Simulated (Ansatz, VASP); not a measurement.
# One calculation of Bi, two programs

```xyz
2
Lattice="2.2911 1.3228 4.0564 -2.2911 1.3228 4.0564 0.0000 -2.6455 4.0564" Properties=species:S:1:pos:R:3 pbc="T T T"
Bi    0.0000    0.0000    2.8437
Bi    0.0000    0.0000    9.3255
```

Alike in both runs: functional PBE; k mesh 12 × 12 × 12; occupations gaussian, width 0.1 eV; no spin polarisation.

Ansatz relaxed the structure, and its values are those at the end. VASP's run is a single point on that final structure, the one shown.

```csv
,VASP,Ansatz
version,VASP 6.6.1,Ansatz 0.2.0
potentials or method,"VASP PAW PBE potentials, release 64 (Bi_d), cutoff 520 eV","scalar-relativistic, plane waves, PAW"
valence electrons in the cell,30,30
```

VASP gave:

| Item | Value |
| --- | --- |
| gap on the k mesh at the Fermi level (eV) | none |
| pressure (GPa) | -0.1 |

Task: Which values does Ansatz return?

Result: gap on the k mesh at the Fermi level (eV): none; pressure (GPa): 0.0.

A gap of «none» marks a metal or a gap that the smearing closes. The functional is the same, so the differences come from potentials, cutoffs and numerics.

Spin-orbit coupling is off throughout.
